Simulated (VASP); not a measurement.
# Au in VASP: further runs

Au is run at these levels: PBE; tasks: relaxation of shape and atoms at fixed volume, relaxation of cell and atoms.

Everything below comes from runs of VASP 6.6.1. Logs are shortened: lines on timing, memory, paths and dates and some standing lists are left out, and cuts for length are marked.

### Step 1. The cell of the first run

It takes space group I4/mmm (No. 139, tetragonal). Conventional cell: a = 2.938 Å, b = 2.938 Å, c = 4.038 Å, α = 90.00°, β = 90.00°, γ = 90.00°. Within 3.8 Å of Au (site symmetry 4/mmm) lie 12 Au at 2.90 to 2.94 Å.

### Step 2. Relaxation of shape and atoms at fixed volume, PBE (17.43 Å³/atom)

INCAR reads:

```
PREC = Accurate ; ENCUT = 600
EDIFF = 1E-6 ; ISMEAR = 0
SIGMA = 0.1 ; LREAL = False
LASPH = True ; NELM = 100
ALGO = Fast ; ISIF = 4
LWAVE = False ; LCHARG = False
GGA = PE ; IBRION = 2
NSW = 50 ; EDIFFG = -0.01
```

KPOINTS reads:

```
Automatic mesh
0
Gamma
  14 14 10
```

POSCAR reads:

```
Au
1.0
    2.9140837403     -0.0181297706      0.3742872889
   -0.0315686298      2.9122011797      0.3878033253
   -0.5131328428     -0.5341236608      3.9692198438
Au
2
Direct
    0.2500000000      0.2500000000      0.7500000000
    0.7500000000      0.7500000000      0.2500000000
```

Potentials or basis: VASP PAW PBE potentials, release 64 (Au).

Started as:

```sh
> cat potpaw_PBE.64/Au/POTCAR > POTCAR
> mpirun -np 1 vasp_std > vasp.out
```

OUTCAR:

```text
PREC = Accurate
   ENCUT = 600
   EDIFF = 1E-6
   ISMEAR = 0
   LREAL = False
   LASPH = True
   NELM = 100
   ISIF = 4
   GGA = PE
   IBRION = 2
   NSW = 50
   EDIFFG = -0.01

 ion  position               nearest neighbor table
   1  0.250  0.250  0.750-   2 2.90   2 2.90   2 2.90   2 2.90   2 2.90   2 2.90   2 2.90   2 2.90

   2  0.750  0.750  0.250-   1 2.90   1 2.90   1 2.90   1 2.90   1 2.90   1 2.90   1 2.90   1 2.90

  LATTYP: Found a base centered orthorhombic cell.
 ALAT       =     4.1549837601
 B/A-ratio  =     1.0000415524
 C/A-ratio  =     0.9717810449

  Lattice vectors:

 A1 = (   0.0315686298,  -2.9122011797,  -0.3878033253)
 A2 = (   2.9140837403,  -0.0181297706,   0.3742872889)
 A3 = (  -0.5131328428,  -0.5341236608,   3.9692198438)

Analysis of symmetry for initial positions (statically):
=====================================================================
 Subroutine PRICEL returns following result:

  LATTYP: Found a face centered orthorhombic cell.
 ALAT       =     4.0377344598
 B/A-ratio  =     1.0290383881
 C/A-ratio  =     1.0290811471

  Lattice vectors:

 A1 = (   2.9140837403,  -0.0181297706,   0.3742872889)
 A2 = (   1.1846911338,   1.1799738741,   2.3656552290)
 A3 = (   1.2162597637,  -1.7322273056,   1.9778519037)

   2 primitive cells build up your supercell.

 Routine SETGRP: Setting up the symmetry group for a
 base centered orthorhombic supercell.

 Subroutine GETGRP returns: Found  8 space group operations
 (whereof  4 operations were pure point group operations)
 out of a pool of  8 trial point group operations.

The static configuration has the point symmetry C_2h.
 The point group associated with its full space group is D_2h.

Analysis of symmetry for dynamics (positions and initial velocities):
=====================================================================
 Subroutine PRICEL returns following result:

  LATTYP: Found a face centered orthorhombic cell.
 ALAT       =     4.0377344598
 B/A-ratio  =     1.0290383881
 C/A-ratio  =     1.0290811471

  Lattice vectors:

 A1 = (   2.9140837403,  -0.0181297706,   0.3742872889)
 A2 = (   1.1846911338,   1.1799738741,   2.3656552290)
 A3 = (   1.2162597637,  -1.7322273056,   1.9778519037)

   2 primitive cells build up your supercell.

 Routine SETGRP: Setting up the symmetry group for a
 base centered orthorhombic supercell.

[... 111 lines left out ...]
   POTIM  = 0.5000    time-step for ionic-motion
   TEBEG  =    0.0;   TEEND  =   0.0 temperature during run
   PSTRESS=    0.0 pullay stress
   NELECT =      22.0000    total number of electrons
   NUPDOWN=      -1.0000    fix difference up-down
   EMIN   =  10.00;   EMAX   =-10.00  energy-range for DOS
   EFERMI =   0.00;   METHOD = LEGACY
   ISMEAR =     0;   SIGMA  =   0.10  broadening in eV -4-tet -1-fermi 0-gaus
   EFERMI_NEDOS =   21; number of points for ismear=-14 and -15
   IALGO  =     68    algorithm
   IMIX   =      4    mixing-type and parameters
     AMIX     =   0.40;   BMIX     =  1.00
     AMIX_MAG =   1.60;   BMIX_MAG =  1.00
  volume/ion in A,a.u.               =      17.43       117.61
  Fermi-wavevector in a.u.,A,eV,Ry     =   1.404303  2.653748 26.831609  1.972068
  Thomas-Fermi vector in A             =   2.526878
   LORBIT       =      0    0 simple, 1 ext, 2 COOP (PROOUT), +10 PAW based schemes
   GGA     = PE    functional components
   LHFCALC =     F    Hartree Fock is set to
   AEXX    =    0.0000 exact exchange contribution
   IVDW    =     0    specifies the selected vdW correction
   LEPSILON=     F    determine dielectric tensor
   LRPA    =     F    only Hartree local field effects (RPA)
 conjugate gradient relaxation of ions
 non-spin polarized calculation
 RMM-DIIS sequential band-by-band and
 Gauss-broadening in eV      SIGMA  =   0.10
  energy-cutoff  :      600.00
  volume of cell :       34.85
 maximum number of plane-waves:      1188
   NGX = 11   NGY = 11   NGZ = 17

 number of electron      21.9999998 magnetization

 Free energy of the ion-electron system (eV)
  ---------------------------------------------------
  ext. energy  EPLUGINS =         0.00000000
  ---------------------------------------------------
  free energy    TOTEN  =        -6.42945963 eV

  energy without entropy =       -6.42729101  energy(sigma->0) =       -6.42837532

 E-fermi :   9.1315     XC(G=0): -12.5833

 val. band max:        9.0992219627   @ k =   0.2143   0.0000   0.3000
 cond. band min:       9.1511655095   @ k =   0.2143   0.2143   0.4000
 fundamental gap:      0.0519435468
 Fermi energy:         9.1314638334

 k-point     1 :       0.0000    0.0000    0.0000
  band No.  band energies     occupation
      1      -0.5157      2.00000
      2       2.2725      2.00000
      3       2.5561      2.00000
      4       4.4521      2.00000
      5       4.4524      2.00000
      6       4.6956      2.00000
      7       5.8530      2.00000
      8       6.1116      2.00000
      9       7.0926      2.00000
     10       7.4602      2.00000
     11       7.4605      2.00000
     12      10.5175      0.00000
     13      15.1351      0.00000
     14      18.7202      0.00000
[... 401 lines left out ...]
      2       3.2684      2.00000
      3       3.6945      2.00000
      4       3.6982      2.00000
      5       4.5871      2.00000
      6       4.9235      2.00000
      7       5.3863      2.00000
      8       5.6687      2.00000
      9       5.9188      2.00000
     10       6.5581      2.00000
     11       7.2439      2.00000
     12      12.6952      0.00000
     13      15.1207      0.00000
     14      16.2560      0.00000
     15      19.7255      0.00000

 [... further k-points ...]

------------------------ aborting loop because EDIFF is reached ----------------------------------------

  FORCE on cell =-STRESS in cart. coord.  units (eV):
  Direction    XX          YY          ZZ          XY          YZ          ZX
  --------------------------------------------------------------------------------------
  -------------------------------------------------------------------------------------
  Total        0.9843340      0.9843424      0.9916697     -0.0000834     -0.0010328     -0.0009941
  in kB       45.2468747     45.2472633     45.5840749     -0.0038317     -0.0474735     -0.0456978
  external PRESSURE =      45.3594043 kB  Pullay stress =       0.0000000 kB

 VOLUME and BASIS-vectors are now :
 -----------------------------------------------------------------------------
  energy-cutoff  :      600.00
  volume of cell :       34.85
      direct lattice vectors                 reciprocal lattice vectors
     2.914083740 -0.018129771  0.374287289     0.337579070 -0.002114242  0.043357044
    -0.031568630  2.912201180  0.387803325    -0.003671061  0.337360922  0.044922860
    -0.513132843 -0.534123661  3.969219844    -0.031474171 -0.032761691  0.243461137

 POSITION                                       TOTAL-FORCE (eV/Angst)
 -----------------------------------------------------------------------------------
      0.33578      0.32293      3.16744         0.000000     -0.000000      0.000000
      2.03360      2.03702      1.56387        -0.000000      0.000000     -0.000000
 -----------------------------------------------------------------------------------
    total drift:                                0.000000     -0.000000      0.000000

  FREE ENERGIE OF THE ION-ELECTRON SYSTEM (eV)
  ---------------------------------------------------
  free  energy   TOTEN  =        -6.4294596259 eV

  energy  without entropy=       -6.4272910059  energy(sigma->0) =       -6.42837532

 reached required accuracy - stopping structural energy minimisation
```

CONTCAR:

```text
Au
   1.00000000000000
     2.9140837403000002   -0.0181297706000000    0.3742872889000000
    -0.0315686298000000    2.9122011796999998    0.3878033253000000
    -0.5131328428000000   -0.5341236608000000    3.9692198437999999
  Au
     2
Direct
     0.2500000000000000    0.2500000000000000    0.7500000000000000
     0.7500000000000000    0.7500000000000000    0.2500000000000000

  0.00000000E+00  0.00000000E+00  0.00000000E+00
  0.00000000E+00  0.00000000E+00  0.00000000E+00
```

It took 60 s on 1 thread of Intel Xeon Platinum 8488C (Sapphire Rapids), shared host; peak memory 0.3 GiB.

What came out:

* Free energy: -6.4295 eV
* Pressure after relaxing: 4.5 GPa
* Band gap on the k mesh: zero (bands 11 and 12 overlap by 7.10 eV)

Final structure:
```cif
data_structure
_symmetry_space_group_name_H-M 'P 1'
_symmetry_Int_Tables_number 1
_cell_length_a 2.9381
_cell_length_b 2.9381
_cell_length_c 4.0377
_cell_angle_alpha 90.000
_cell_angle_beta 90.000
_cell_angle_gamma 89.998
_cell_volume 34.85
loop_
_atom_site_label
_atom_site_type_symbol
_atom_site_fract_x
_atom_site_fract_y
_atom_site_fract_z
_atom_site_occupancy
Au1 Au 0.25000 0.25000 0.75000 1
Au2 Au 0.75000 0.75000 0.25000 1
```

Caveat: spin-orbit coupling is left out, which moves the levels of the heavy elements.

### Step 3. Relaxation of shape and atoms at fixed volume, PBE (18.51 Å³/atom)

This run uses another cell than the first one, of 18.51 Å³/atom.

INCAR reads:

```
SYSTEM = Au
  PREC = Accurate
  ENCUT = 600
  EDIFF = 1E-7
  ISMEAR = 0
  SIGMA = 0.1
  LREAL = .FALSE.
  LASPH = .TRUE.
  NELM = 80
  ALGO = Fast
  ISIF = 4
  LWAVE = .FALSE.
  LCHARG = .FALSE.
  GGA = PE
  IBRION = 2
  NSW = 50
  EDIFFG = -0.01
```

KPOINTS reads:

```
regular mesh
0
G
  14 14 10
  0 0 0
```

POSCAR reads:

```
Au
1.0
    2.9729699842     -0.0184961273      0.3818506860
   -0.0322065518      2.9710493819      0.3956398473
   -0.5235019566     -0.5449169457      4.0494277132
Au
2
Direct
    0.2500000000      0.2500000000      0.7500000000
    0.7500000000      0.7500000000      0.2500000000
```

Potentials or basis: VASP PAW PBE potentials, release 64 (Au).

Started as:

```sh
> cat potpaw_PBE.64/Au/POTCAR > POTCAR
> mpirun -np 1 vasp_std > vasp.out
```

OUTCAR:

```text
SYSTEM = Au
   PREC = Accurate
   ENCUT = 600
   EDIFF = 1E-7
   ISMEAR = 0
   LREAL = .FALSE.
   LASPH = .TRUE.
   NELM = 80
   ISIF = 4
   GGA = PE
   IBRION = 2
   NSW = 50
   EDIFFG = -0.01

 ion  position               nearest neighbor table
   1  0.250  0.250  0.750-   2 2.96   2 2.96   2 2.96   2 2.96   2 2.96   2 2.96   2 2.96   2 2.96

   2  0.750  0.750  0.250-   1 2.96   1 2.96   1 2.96   1 2.96   1 2.96   1 2.96   1 2.96   1 2.96

  LATTYP: Found a base centered orthorhombic cell.
 ALAT       =     4.2389454473
 B/A-ratio  =     1.0000415523
 C/A-ratio  =     0.9717810449

  Lattice vectors:

 A1 = (   0.0322065518,  -2.9710493819,  -0.3956398473)
 A2 = (   2.9729699842,  -0.0184961273,   0.3818506860)
 A3 = (  -0.5235019566,  -0.5449169457,   4.0494277132)

Analysis of symmetry for initial positions (statically):
=====================================================================
 Subroutine PRICEL returns following result:

  LATTYP: Found a face centered orthorhombic cell.
 ALAT       =     4.1193268359
 B/A-ratio  =     1.0290383881
 C/A-ratio  =     1.0290811471

  Lattice vectors:

 A1 = (   2.9729699842,  -0.0184961273,   0.3818506860)
 A2 = (   1.2086307379,   1.2038181544,   2.4134591232)
 A3 = (   1.2408372897,  -1.7672312275,   2.0178192759)

   2 primitive cells build up your supercell.

 Routine SETGRP: Setting up the symmetry group for a
 base centered orthorhombic supercell.

 Subroutine GETGRP returns: Found  8 space group operations
 (whereof  4 operations were pure point group operations)
 out of a pool of  8 trial point group operations.

The static configuration has the point symmetry C_2h.
 The point group associated with its full space group is D_2h.

Analysis of symmetry for dynamics (positions and initial velocities):
[... 148 lines left out ...]
   LHFCALC =     F    Hartree Fock is set to
   AEXX    =    0.0000 exact exchange contribution
   IVDW    =     0    specifies the selected vdW correction
   LEPSILON=     F    determine dielectric tensor
   LRPA    =     F    only Hartree local field effects (RPA)
 conjugate gradient relaxation of ions
 non-spin polarized calculation
 RMM-DIIS sequential band-by-band and
 Gauss-broadening in eV      SIGMA  =   0.10
  energy-cutoff  :      600.00
  volume of cell :       37.01
 maximum number of plane-waves:      1260
   NGX = 11   NGY = 11   NGZ = 17

 number of electron      22.0000004 magnetization

 Free energy of the ion-electron system (eV)
  ---------------------------------------------------
  ext. energy  EPLUGINS =         0.00000000
  ---------------------------------------------------
  free energy    TOTEN  =        -6.42966462 eV

  energy without entropy =       -6.42724746  energy(sigma->0) =       -6.42845604

 E-fermi :   8.1680     XC(G=0): -12.2281

 val. band max:        8.1586013169   @ k =  -0.0714   0.0714   0.2000
 cond. band min:       8.1948362187   @ k =   0.2857   0.1429   0.4000
 fundamental gap:      0.0362349017
 Fermi energy:         8.1679845527

 k-point     1 :       0.0000    0.0000    0.0000
  band No.  band energies     occupation
      1      -0.8555      2.00000
      2       1.8491      2.00000
      3       2.1032      2.00000
      4       3.8131      2.00000
      5       3.8134      2.00000
      6       4.0357      2.00000
      7       5.0732      2.00000
      8       5.3057      2.00000
      9       6.1867      2.00000
     10       6.5177      2.00000
     11       6.5180      2.00000
     12       9.7199      0.00000
     13      13.7052      0.00000
     14      17.6082      0.00000
[... 401 lines left out ...]
      2       2.7617      2.00000
      3       3.1386      2.00000
      4       3.1471      2.00000
      5       3.9559      2.00000
      6       4.2489      2.00000
      7       4.6613      2.00000
      8       4.9204      2.00000
      9       5.1479      2.00000
     10       5.7108      2.00000
     11       6.3267      2.00000
     12      11.5482      0.00000
     13      13.9782      0.00000
     14      14.9948      0.00000
     15      18.4091      0.00000

 [... further k-points ...]

------------------------ aborting loop because EDIFF is reached ----------------------------------------

  FORCE on cell =-STRESS in cart. coord.  units (eV):
  Direction    XX          YY          ZZ          XY          YZ          ZX
  --------------------------------------------------------------------------------------
  -------------------------------------------------------------------------------------
  Total       -0.9030832     -0.9031069     -0.9186972     -0.0004546      0.0021127      0.0020280
  in kB      -39.0938431    -39.0948730    -39.7697641     -0.0196776      0.0914572      0.0877921
  external PRESSURE =     -39.3194934 kB  Pullay stress =       0.0000000 kB

 VOLUME and BASIS-vectors are now :
 -----------------------------------------------------------------------------
  energy-cutoff  :      600.00
  volume of cell :       37.01
      direct lattice vectors                 reciprocal lattice vectors
     2.972969984 -0.018496127  0.381850686     0.330892570 -0.002072365  0.042498262
    -0.032206552  2.971049382  0.395639847    -0.003598348  0.330678743  0.044033064
    -0.523501957 -0.544916946  4.049427713    -0.030850756 -0.032112773  0.238638851

 POSITION                                       TOTAL-FORCE (eV/Angst)
 -----------------------------------------------------------------------------------
      0.34256      0.32945      3.23144         0.000000      0.000000      0.000000
      2.07470      2.07819      1.59547        -0.000000     -0.000000     -0.000000
 -----------------------------------------------------------------------------------
    total drift:                                0.000000     -0.000000      0.000000

  FREE ENERGIE OF THE ION-ELECTRON SYSTEM (eV)
  ---------------------------------------------------
  free  energy   TOTEN  =        -6.4296646182 eV

  energy  without entropy=       -6.4272474580  energy(sigma->0) =       -6.42845604

 reached required accuracy - stopping structural energy minimisation
```

OSZICAR:

```text
N       E                     dE             d eps       ncg     rms          rms(c)
DAV:   1     0.129639875938E+03    0.12964E+03   -0.12863E+04 10267   0.158E+03
DAV:   2    -0.517379427741E+01   -0.13481E+03   -0.12993E+03 11093   0.299E+02
DAV:   3    -0.694089107038E+01   -0.17671E+01   -0.17595E+01 12423   0.360E+01
DAV:   4    -0.694846543031E+01   -0.75744E-02   -0.75740E-02 11786   0.240E+00
DAV:   5    -0.694853284788E+01   -0.67418E-04   -0.67417E-04 12780   0.241E-01    0.103E+01
RMM:   6    -0.645741761757E+01    0.49112E+00   -0.11289E+00 10260   0.916E+00    0.675E+00
RMM:   7    -0.643291386905E+01    0.24504E-01   -0.15631E-01 10260   0.330E+00    0.341E+00
RMM:   8    -0.643006460101E+01    0.28493E-02   -0.18077E-02 10260   0.115E+00    0.620E-01
RMM:   9    -0.642963690337E+01    0.42770E-03   -0.23135E-03 10260   0.401E-01    0.109E-01
RMM:  10    -0.642967884819E+01   -0.41945E-04   -0.27943E-04 10260   0.116E-01    0.105E-01
RMM:  11    -0.642966357063E+01    0.15278E-04   -0.78014E-05 10262   0.793E-02    0.134E-02
RMM:  12    -0.642966439056E+01   -0.81993E-06   -0.57346E-06 10248   0.195E-02    0.921E-03
RMM:  13    -0.642966442016E+01   -0.29597E-07   -0.10082E-06  9992   0.835E-03    0.671E-03
RMM:  14    -0.642966462945E+01   -0.20929E-06   -0.31122E-07  7211   0.477E-03    0.887E-04
RMM:  15    -0.642966461821E+01    0.11242E-07   -0.51951E-08  5502   0.173E-03
   1 F= -.64296646E+01 E0= -.64284560E+01  d E =-.642966E+01
```

CONTCAR:

```text
Au
   1.00000000000000
     2.9729699842000001   -0.0184961273000000    0.3818506860000000
    -0.0322065518000000    2.9710493818999999    0.3956398473000000
    -0.5235019566000000   -0.5449169457000000    4.0494277132000001
  Au
     2
Direct
     0.2500000000000000    0.2500000000000000    0.7500000000000000
     0.7500000000000000    0.7500000000000000    0.2500000000000000

  0.00000000E+00  0.00000000E+00  0.00000000E+00
  0.00000000E+00  0.00000000E+00  0.00000000E+00
```

Wall time 90 s (1 thread of Intel Xeon Platinum 8488C (Sapphire Rapids), shared host); peak memory 0.31 GiB.

Results:

| Property | Result |
| --- | --- |
| Free energy | -6.4297 eV |
| Pressure after relaxing | -3.9 GPa |
| Band gap on the k mesh | zero (bands 11 and 12 overlap by 6.69 eV) |

Final structure:
```cif
data_structure
_symmetry_space_group_name_H-M 'P 1'
_symmetry_Int_Tables_number 1
_cell_length_a 2.9974
_cell_length_b 2.9974
_cell_length_c 4.1193
_cell_angle_alpha 90.000
_cell_angle_beta 90.000
_cell_angle_gamma 89.998
_cell_volume 37.01
loop_
_atom_site_label
_atom_site_type_symbol
_atom_site_fract_x
_atom_site_fract_y
_atom_site_fract_z
_atom_site_occupancy
Au1 Au 0.25000 0.25000 0.75000 1
Au2 Au 0.75000 0.75000 0.25000 1
```

Caveat: spin-orbit coupling is left out, which moves the levels of the heavy elements.

[end of part 1 of 2]

The gap in the log of VASP goes by the Fermi energy; the results here count the filled bands.